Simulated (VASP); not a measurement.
Input of a VASP 6.6.1 run:

The input INCAR:

```
ALGO = Normal
EDIFF = 1E-6
ENCUT = 600
GGA = PE
GGA_COMPAT = False
ISIF = 2
ISMEAR = -1
ISPIN = 2
LASPH = True
LCHARG = False
LMAXMIX = 4
LORBIT = 11
LREAL = False
LWAVE = False
MAGMOM = 2.5 2.5
NBANDS = 19
NELM = 200
PREC = Accurate
SIGMA = 0.15
```

KPOINTS

```
k-points
0
Gamma
  4 4 4
```

The input POSCAR:

```
Fe
1.0
    2.8200000000      0.0000000000      0.0000000000
    0.0000000000      2.8200000000      0.0000000000
    0.0000000000      0.0000000000      2.8200000000
Fe
2
Direct
    0.0000000000      0.0000000000      0.0000000000
    0.4497632931      0.4497632931      0.4497632931
```

Potentials or basis: VASP PAW PBE potentials, release 64 (Fe).

Run with:

```sh
$ cat potpaw_PBE.64/Fe/POTCAR > POTCAR
$ mpirun -np 1 vasp_std > vasp.out
```

Question: What does it give for the pressure?

Answer: 4.4 GPa.

Question: Estimate the largest force.

Answer: 1.784 eV/Å.

Question: Predict the site moments.

Answer: Fe +1.93 μB.

Forces on the atoms (eV/Å):
```
Fe  -1.030 -1.030 -1.030
Fe   1.030  1.030  1.030
```

Caveat: the k points lie up to 0.56 Å⁻¹ apart; forces of over 1 eV/Å act on the atoms, so gaps and moduli don't describe the material at rest.
